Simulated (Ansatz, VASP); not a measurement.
# Two plane-wave programs on W

INCAR

```
SYSTEM = W
PREC     = Accurate       ! precision mode
ENCUT    = 520            ! plane-wave cutoff, eV
EDIFF    = 1E-6           ! SCF threshold, eV
ISMEAR   = 0              ! smearing method
SIGMA    = 0.1            ! smearing width, eV
LREAL    = .False.        ! projectors in reciprocal space
LASPH    = .True.         ! aspherical terms in the spheres
NELM     = 80             ! most SCF steps
ALGO     = Fast           ! electronic algorithm
ISIF     = 2              ! what is computed and relaxed
LWAVE    = .False.        ! write WAVECAR
LCHARG   = .False.        ! write CHGCAR
LDIPOL   = .True.       
IDIPOL   = 3            
DIPOL    = 0.5 0.5 0.500
GGA      = PE             ! functional
NBANDS   = 73             ! bands
```

File KPOINTS:

```
Automatic mesh
0
Gamma
  11 11 1
  0 0 0
```

POSCAR

```
W
1.0
    3.1835553858      0.0000000000      0.0000000000
    0.0000000000      3.1835553858      0.0000000000
    0.0000000000      0.0000000000     27.7342215430
W
9
Direct
    0.5000000000      0.5000000000      0.2704240315
    0.0000000000      0.0000000000      0.3278180236
    0.5000000000      0.5000000000      0.3852120157
    0.0000000000      0.0000000000      0.4426060079
    0.5000000000      0.5000000000      0.5000000000
    0.0000000000      0.0000000000      0.5573939921
    0.5000000000      0.5000000000      0.6147879843
    0.0000000000      0.0000000000      0.6721819764
    0.5000000000      0.5000000000      0.7295759685
```

Input for Ansatz:

```yaml
crystal:
  lattice:
    - [3.1835553858, 0.0, 0.0]
    - [0.0, 3.1835553858, 0.0]
    - [0.0, 0.0, 27.734221543]
  atoms:
    - { symbol: W, position: [0.5, 0.5, 0.2704240315] }
    - { symbol: W, position: [0.0, 0.0, 0.3278180236] }
    - { symbol: W, position: [0.5, 0.5, 0.3852120157] }
    - { symbol: W, position: [0.0, 0.0, 0.4426060079] }
    - { symbol: W, position: [0.5, 0.5, 0.5] }
    - { symbol: W, position: [0.0, 0.0, 0.5573939921] }
    - { symbol: W, position: [0.5, 0.5, 0.6147879843] }
    - { symbol: W, position: [0.0, 0.0, 0.6721819764] }
    - { symbol: W, position: [0.5, 0.5, 0.7295759685] }
basis:
  ecutwfc: 420
kpoints:
  mp_grid: { grid: [11, 11, 1] }
hamiltonian:
  xc: pbe
scf:
  occupations: { method: gaussian, width: 0.1 }
output:
  forces: true
  stress: true
  eigenvalues: true
  write_density: true
  write_potential: true
  elf: true
  volumetric_format: npy
efield:
  axis: 3
  dipole_correction: true
```

Alike in both runs: task single point; functional PBE; k mesh 11 × 11 × 1; occupations gaussian, width 0.1 eV; no spin polarisation.

|  | VASP | Ansatz |
| --- | --- | --- |
| version | VASP 6.6.1 | Ansatz 0.2.0 |
| potentials or method | VASP PAW PBE potentials, release 64 (W_sv), cutoff 520 eV | scalar-relativistic, plane waves, PAW |
| valence electrons in the cell | 126 | 126 |

```tsv
	VASP	Ansatz	Ansatz less VASP
gap on the k mesh at the Fermi level (eV)	none	none	-
rms of the force components (eV/Å)	0.647	0.651	+0.0036
```

Atom by atom the forces differ by 0.009 eV/Å (rms over components). A gap of «none» marks a metal or a gap that the smearing closes. The functional is the same, so the differences come from potentials, cutoffs and numerics. Ansatz's warnings: vacuum density over bound, xc potential rough in thin density.

Neither program's run includes spin-orbit coupling.
